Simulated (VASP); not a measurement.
# IrOs (P-6m2) in VASP: notebook

IrOs is run at these levels: LDA; tasks: single point.

Program: VASP 6.6.1. These are calculated values, not measurements. Logs are shortened: lines on timing, memory, paths and dates and some standing lists are left out, and cuts for length are marked.

### Step 1. The cell of the first run

Symmetry: P-6m2, No. 187, hexagonal system. Conventional cell: a = 2.744 Å, b = 2.744 Å, c = 4.361 Å, α = 90.00°, β = 90.00°, γ = 120.00°. Os (site symmetry -6m2) has 6 Ir at 2.70 Å and 6 Os at 2.74 Å within 3.6 Å. Ir (site symmetry -6m2) has 6 Os at 2.70 Å and 6 Ir at 2.74 Å within 3.6 Å.

### Step 2. Single point, LDA

The input, INCAR:

```
SYSTEM = IrOs
  ALGO = Normal
  EDIFF = 1E-7
  ENCUT = 520
  GGA = CA
  ISIF = 2
  ISMEAR = -1
  LASPH = .True.
  LCHARG = .False.
  LREAL = .False.
  LWAVE = .False.
  NBANDS = 16
  NELM = 80
  PREC = Accurate
  SIGMA = 0.1
```

The input, KPOINTS:

```
k-points
0
Gamma
  14 14 8
  0 0 0
```

The input, POSCAR:

```
IrOs
1.0
    2.7436210000      0.0000000000      0.0000000000
   -1.3718110000      2.3760460000      0.0000000000
    0.0000000000      0.0000000000      4.3608830000
Os Ir
1 1
Direct
    0.3333333333      0.6666666667      0.0000000000
    0.6666666667      0.3333333333      0.5000000000
```

Potentials or basis: VASP PAW LDA potentials, release 64 (Os, Ir).

Command:

```console
$ cat potpaw_LDA.64/Os/POTCAR potpaw_LDA.64/Ir/POTCAR > POTCAR
$ mpirun -np 1 vasp_std > vasp.out
```

OUTCAR:

```text
SYSTEM = IrOs
   EDIFF = 1E-7
   ENCUT = 520
   GGA = CA
   ISIF = 2
   ISMEAR = -1
   LASPH = .True.
   LREAL = .False.
   NELM = 80
   PREC = Accurate

 ion  position               nearest neighbor table
   1  0.333  0.667  0.000-   2 2.70   2 2.70   2 2.70   2 2.70   2 2.70   2 2.70
   2  0.667  0.333  0.500-   1 2.70   1 2.70   1 2.70   1 2.70   1 2.70   1 2.70

  LATTYP: Found a hexagonal cell.
 ALAT       =     2.7436210000
 C/A-ratio  =     1.5894626116

  Lattice vectors:

 A1 = (   2.7436210000,   0.0000000000,   0.0000000000)
 A2 = (  -1.3718110000,   2.3760460000,   0.0000000000)
 A3 = (   0.0000000000,   0.0000000000,   4.3608830000)

Analysis of symmetry for initial positions (statically):
=====================================================================
 Subroutine PRICEL returns:
 Original cell was already a primitive cell.

 Routine SETGRP: Setting up the symmetry group for a
 hexagonal supercell.

 Subroutine GETGRP returns: Found 12 space group operations
 (whereof 12 operations were pure point group operations)
 out of a pool of 24 trial point group operations.

The static configuration has the point symmetry D_3h.

Analysis of symmetry for dynamics (positions and initial velocities):
=====================================================================
 Subroutine PRICEL returns:
 Original cell was already a primitive cell.

 Routine SETGRP: Setting up the symmetry group for a
 hexagonal supercell.

 Subroutine GETGRP returns: Found 12 space group operations
 (whereof 12 operations were pure point group operations)
 out of a pool of 24 trial point group operations.

The dynamic configuration has the point symmetry D_3h.

 Subroutine INISYM returns: Found 12 space group operations
 (whereof 12 operations are pure point group operations),
 and found     1 'primitive' translations

----------------------------------------------------------------------------------------

                                     Primitive cell

  volume of cell :      28.4285

  direct lattice vectors                    reciprocal lattice vectors
     2.743621000  0.000000000  0.000000000     0.364481829  0.210433713  0.000000000
    -1.371811000  2.376046000  0.000000000     0.000000000  0.420867273  0.000000000
     0.000000000  0.000000000  4.360883000     0.000000000  0.000000000  0.229311357

  length of vectors
     2.743621000  2.743621697  4.360883000     0.420867380  0.420867273  0.229311357

  position of ions in fractional coordinates (direct lattice)
     0.333333333  0.666666667  0.000000000
     0.666666667  0.333333333  0.500000000

  ion indices of the primitive-cell ions
   primitive index   ion index
                 1           1
                 2           2

----------------------------------------------------------------------------------------

 KPOINTS: k-points

Automatic generation of k-mesh.
 Grid dimensions read from file:
 generate k-points for:   14   14    8

 Generating k-lattice:

  Cartesian coordinates                     Fractional coordinates (reciprocal lattice)
     0.026034416  0.015030980  0.000000000     0.071428571  0.000000000  0.000000000
     0.000000000  0.030061948  0.000000000     0.000000000  0.071428571  0.000000000
     0.000000000  0.000000000  0.028663920     0.000000000  0.000000000  0.125000000

  Length of vectors
     0.030061956  0.030061948  0.028663920

  Shift w.r.t. Gamma in fractional coordinates (k-lattice)
     0.000000000  0.000000000  0.000000000

 Subroutine IBZKPT returns following result:
 ===========================================

 Found    120 irreducible k-points:

 Following reciprocal coordinates:
            Coordinates               Weight
  0.000000  0.000000  0.000000      1.000000
  0.071429  0.000000  0.000000      6.000000
  0.142857  0.000000  0.000000      6.000000
  0.214286  0.000000  0.000000      6.000000
  0.285714 -0.000000  0.000000      6.000000
  0.357143  0.000000  0.000000      6.000000
[... 16 lines left out ...]
  0.285714  0.285714  0.000000      6.000000
  0.357143  0.285714  0.000000      6.000000
 [... further k-points ...]
   k-points           NKPTS =    120   k-points in BZ     NKDIM =    120   number of bands    NBANDS=     16
   number of dos      NEDOS =    301   number of ions     NIONS =      2
   total plane-waves  NPLWV =  12800
   dimension x,y,z NGX =    20 NGY =   20 NGZ =   32
   dimension x,y,z NGXF=    40 NGYF=   40 NGZF=   64
   ions per type =               1   1
   NGX,Y,Z   is equivalent  to a cutoff of  12.12, 12.12, 12.20 a.u.
   NGXF,Y,Z  is equivalent  to a cutoff of  24.24, 24.24, 24.40 a.u.
 SYSTEM =  IrOs
   PREC   = accura    normal or accurate (medium, high low for compatibility)
   ISTART =      0    job   : 0-new  1-cont  2-samecut
   ICHARG =      2    charge: 1-file 2-atom 10-const
   ISPIN  =      1    spin polarized calculation?
   LNONCOLLINEAR =      F non collinear calculations
   LSORBIT =      F    spin-orbit coupling
   LASPH  =      T    aspherical Exc in radial PAW
   ENCUT  =  520.0 eV  38.22 Ry    6.18 a.u.   5.10  5.10  8.11*2*pi/ulx,y,z
   NELM   =     80;   NELMIN=  2; NELMDL= -5     # of ELM steps
   EDIFF  = 0.1E-06   stopping-criterion for ELM
   LREAL  =      F    real-space projection
   EDIFFG = 0.1E-05   stopping-criterion for IOM
   NSW    =      0    number of steps for IOM
   IBRION =     -1    ionic relax: 0-MD 1-quasi-New 2-CG
   NFREE  =      0    steps in history (QN), initial steepest desc. (CG)
   ISIF   =      2    stress and relaxation
   ISYM   =      2    0-nonsym 1-usesym 2-fastsym
   POTIM  = 0.5000    time-step for ionic-motion
   TEBEG  =    0.0;   TEEND  =   0.0 temperature during run
   PSTRESS=    0.0 pullay stress
   NELECT =      17.0000    total number of electrons
   NUPDOWN=      -1.0000    fix difference up-down
   EMIN   =  10.00;   EMAX   =-10.00  energy-range for DOS
   EFERMI =   0.00;   METHOD = LEGACY
   ISMEAR =    -1;   SIGMA  =   0.10  broadening in eV -4-tet -1-fermi 0-gaus
   EFERMI_NEDOS =   21; number of points for ismear=-14 and -15
   IALGO  =     38    algorithm
   IMIX   =      4    mixing-type and parameters
     AMIX     =   0.40;   BMIX     =  1.00
     AMIX_MAG =   1.60;   BMIX_MAG =  1.00
  volume/ion in A,a.u.               =      14.21        95.92
  Fermi-wavevector in a.u.,A,eV,Ry     =   1.379241  2.606387 25.882423  1.902304
  Thomas-Fermi vector in A             =   2.504228
   LORBIT       =      0    0 simple, 1 ext, 2 COOP (PROOUT), +10 PAW based schemes
   GGA     = CA    functional components
   LHFCALC =     F    Hartree Fock is set to
   AEXX    =    0.0000 exact exchange contribution
   IVDW    =     0    specifies the selected vdW correction
   LEPSILON=     F    determine dielectric tensor
   LRPA    =     F    only Hartree local field effects (RPA)
 non-spin polarized calculation
  energy-cutoff  :      520.00
  volume of cell :       28.43
 maximum number of plane-waves:       780
   NGX = 11   NGY = 11   NGZ = 17

 number of electron      16.9999998 magnetization

 Free energy of the ion-electron system (eV)
  ---------------------------------------------------
  ext. energy  EPLUGINS =         0.00000000
  ---------------------------------------------------
  free energy    TOTEN  =       -22.92859070 eV

  energy without entropy =      -22.88276605  energy(sigma->0) =      -22.90567837

 E-fermi :   9.8913     XC(G=0): -14.1015

 val. band max:        9.8835692019   @ k =   0.3571   0.0714   0.1250
 cond. band min:       9.9071838732   @ k =   0.2143   0.0714   0.3750
 fundamental gap:      0.0236146713
 Fermi energy:         9.8912866303

 k-point     1 :       0.0000    0.0000    0.0000
  band No.  band energies     occupation
      1      -1.2129      2.00000
      2       1.8668      2.00000
      3       6.1203      2.00000
      4       6.1203      2.00000
      5       6.4387      2.00000
      6       7.2982      2.00000
[... 8 lines left out ...]
     15      26.4568      0.00000
     16      27.4796      0.00000

 k-point     2 :       0.0714    0.0000    0.0000
  band No.  band energies     occupation
      1      -1.0133      2.00000
      2       2.0414      2.00000
      3       5.8125      2.00000
      4       6.2840      2.00000
      5       6.6685      2.00000
      6       7.2214      2.00000
[... 8 lines left out ...]
     15      26.7116      0.00000
     16      27.8055      0.00000

 k-point     3 :       0.1429    0.0000    0.0000
  band No.  band energies     occupation
      1      -0.4416      2.00000
      2       2.5029      2.00000
      3       5.3503      2.00000
      4       6.4701      2.00000
      5       6.6851      2.00000
      6       6.7622      2.00000
[... 8 lines left out ...]
     15      27.2435      0.00000
     16      28.0308      0.00000

 k-point     4 :       0.2143    0.0000    0.0000
  band No.  band energies     occupation
      1       0.4107      2.00000
      2       2.9926      2.00000
      3       5.0479      2.00000
      4       5.3780      2.00000
      5       6.4286      2.00000
      6       6.7666      2.00000
[... 8 lines left out ...]
     15      26.5153      0.00000
     16      26.9001      0.00000

 k-point     5 :       0.2857   -0.0000    0.0000
  band No.  band energies     occupation
      1       1.3520      2.00000
      2       3.0665      2.00000
      3       4.4274      2.00000
      4       5.2214      2.00000
      5       6.3884      2.00000
      6       6.4173      2.00000
[... 8 lines left out ...]
     15      24.9482      0.00000
     16      25.2950      0.00000

 k-point     6 :       0.3571    0.0000    0.0000
  band No.  band energies     occupation
      1       2.0728      2.00000
      2       2.8375      2.00000
      3       3.7137      2.00000
      4       5.6862      2.00000
      5       6.0840      2.00000
      6       6.8171      2.00000
[... 8 lines left out ...]
     15      23.1496      0.00000
     16      24.3674      0.00000

 k-point     7 :       0.4286    0.0000    0.0000
  band No.  band energies     occupation
      1       2.3364      2.00000
      2       2.6979      2.00000
      3       3.2737      2.00000
      4       5.8890      2.00000
      5       6.2637      2.00000
      6       6.7989      2.00000
[... 8 lines left out ...]
     15      21.7742      0.00000
     16      23.0329      0.00000

 k-point     8 :       0.5000    0.0000    0.0000
  band No.  band energies     occupation
      1       2.3355      2.00000
      2       2.6973      2.00000
      3       3.1252      2.00000
      4       5.8219      2.00000
      5       6.5706      2.00000
      6       6.7430      2.00000
[... 8 lines left out ...]
     15      21.2319      0.00000
     16      21.5771      0.00000

 k-point     9 :       0.0714    0.0714    0.0000
  band No.  band energies     occupation
      1      -0.6266      2.00000
      2       2.3650      2.00000
      3       5.4551      2.00000
      4       6.6181      2.00000
      5       6.7595      2.00000
      6       6.8140      2.00000
[... 8 lines left out ...]
     15      27.1668      0.00000
     16      28.1573      0.00000
[... 172 lines left out ...]
 k-point    19 :       0.4286    0.1429    0.0000
  band No.  band energies     occupation
      1       2.9051      2.00000
      2       3.1381      2.00000
      3       3.2245      2.00000
      4       5.6831      2.00000
      5       5.9518      2.00000
      6       6.6126      2.00000
[... 8 lines left out ...]
     15      21.8525      0.00000
     16      23.1216      0.00000

 k-point    20 :       0.2143    0.2143    0.0000
  band No.  band energies     occupation
      1       2.7476      2.00000
      2       3.7445      2.00000
      3       4.0063      2.00000
      4       4.2425      2.00000
      5       5.6703      2.00000
      6       6.8044      2.00000
[... 8 lines left out ...]
     15      20.3673      0.00000
     16      25.4676      0.00000

 k-point    21 :       0.2857    0.2143    0.0000
  band No.  band energies     occupation
      1       3.3219      2.00000
      2       3.3596      2.00000
      3       3.8343      2.00000
      4       4.7623      2.00000
      5       5.5856      2.00000
      6       6.7416      2.00000
[... 8 lines left out ...]
     15      21.5376      0.00000
     16      25.2544      0.00000

 k-point    22 :       0.3571    0.2143    0.0000
  band No.  band energies     occupation
      1       3.1546      2.00000
      2       3.4661      2.00000
      3       3.7326      2.00000
      4       5.3230      2.00000
      5       5.6079      2.00000
      6       6.4921      2.00000
[... 8 lines left out ...]
     15      22.7321      0.00000
     16      23.8888      0.00000

 k-point    23 :       0.2857    0.2857    0.0000
  band No.  band energies     occupation
      1       3.1685      2.00000
      2       3.7427      2.00000
      3       4.2034      2.00000
      4       4.7765      2.00000
      5       5.5795      2.00000
      6       6.4424      2.00000
[... 8 lines left out ...]
     15      23.1397      0.00000
     16      24.6666      0.00000

 k-point    24 :       0.3571    0.2857    0.0000
  band No.  band energies     occupation
      1       3.1017      2.00000
      2       3.9326      2.00000
      3       4.1454      2.00000
      4       4.9785      2.00000
      5       5.6220      2.00000
      6       6.2902      2.00000
[... 8 lines left out ...]
     15      23.8095      0.00000
     16      24.1352      0.00000

 [... further k-points ...]
[... 5 lines left out ...]
  --------------------------------------------------------------------------------------
  -------------------------------------------------------------------------------------
  Total       -1.9490201     -1.9490209     -1.8990307      0.0000004      0.0000000      0.0000000
  in kB     -109.8432799   -109.8433276   -107.0259702      0.0000231      0.0000000      0.0000000
  external PRESSURE =    -108.9041926 kB  Pullay stress =       0.0000000 kB

 VOLUME and BASIS-vectors are now :
 -----------------------------------------------------------------------------
  energy-cutoff  :      520.00
  volume of cell :       28.43
      direct lattice vectors                 reciprocal lattice vectors
     2.743621000  0.000000000  0.000000000     0.364481829  0.210433713  0.000000000
    -1.371811000  2.376046000  0.000000000     0.000000000  0.420867273  0.000000000
     0.000000000  0.000000000  4.360883000     0.000000000  0.000000000  0.229311357

 POSITION                                       TOTAL-FORCE (eV/Angst)
 -----------------------------------------------------------------------------------
     -0.00000      1.58403      0.00000        -0.000000      0.000000      0.000000
      1.37181      0.79202      2.18044         0.000000     -0.000000      0.000000
 -----------------------------------------------------------------------------------
    total drift:                               -0.000000     -0.000000      0.000000

  FREE ENERGIE OF THE ION-ELECTRON SYSTEM (eV)
  ---------------------------------------------------
  free  energy   TOTEN  =       -22.9285906974 eV

  energy  without entropy=      -22.8827660501  energy(sigma->0) =      -22.90567837
```

Wall time 80 s (1 thread of Intel Xeon 8259CL, shared host); peak memory 0.18 GiB.

Results:

| Quantity | Value |
| --- | --- |
| Free energy | -22.9286 eV |
| Pressure | -10.9 GPa |

Levels at points of the mesh, in eV from the Fermi level:
| k point | band 5 | band 6 | band 7 | band 8 | band 9 | band 10 | band 11 | band 12 |
| --- | --- | --- | --- | --- | --- | --- | --- | --- |
| (0.00, 0.00, 0.00) | -3.45 | -2.59 | -2.59 | -2.29 | -2.29 | -0.41 | 0.89 | 0.89 |
| (0.50, 0.00, 0.00) | -3.32 | -3.15 | -2.52 | 0.64 | 1.70 | 2.17 | 3.32 | 4.98 |
| (0.00, 0.00, 0.50) | -4.05 | -3.81 | -3.51 | -3.51 | -0.31 | -0.31 | 0.44 | 0.44 |
| (0.50, 0.00, 0.50) | -2.32 | -1.41 | -0.93 | -0.43 | 0.75 | 2.17 | 2.19 | 2.75 |

Caveat: spin-orbit coupling is left out, which moves the levels of the heavy elements.

(Continued in part 2 of 2.)
